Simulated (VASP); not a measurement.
Input of a VASP 6.6.1 run:

File INCAR:

```
PREC = Accurate
ENCUT = 700
EDIFF = 1E-6
ISMEAR = -1
SIGMA = 0.05
LREAL = False
LASPH = True
NELM = 120
ALGO = Normal
ISIF = 2
LWAVE = False
LCHARG = False
GGA = PE
NBANDS = 16
GGA_COMPAT = False
```

File KPOINTS:

```
Automatic mesh
0
Gamma
  15 15 13
```

POSCAR

```
TaN
1.0
    2.7257768986      0.0000000000      0.0000000000
   -1.3628884493      2.3605920392      0.0000000000
    0.0000000000      0.0000000000      2.7155350609
Ta N
1 1
Direct
    0.0000000000      0.0000000000      0.0000000000
    0.3333333333      0.6666666667      0.5000000000
```

Potentials or basis: VASP PAW PBE potentials, release 64 (Ta_sv_GW, N).

Launch:

```sh
$ cat potpaw_PBE.64/Ta_sv_GW/POTCAR potpaw_PBE.64/N/POTCAR > POTCAR
$ mpirun -np 1 vasp_std > vasp.out
```

(1) What does it give for the band gap on the k mesh?

(2) Predict the pressure.

Answers

(1) zero (bands 9 and 10 overlap by 0.62 eV).

(2) 121.7 GPa.

Caveat: the cell stands under pressure; spin-orbit coupling is left out, which moves the levels of the heavy elements.
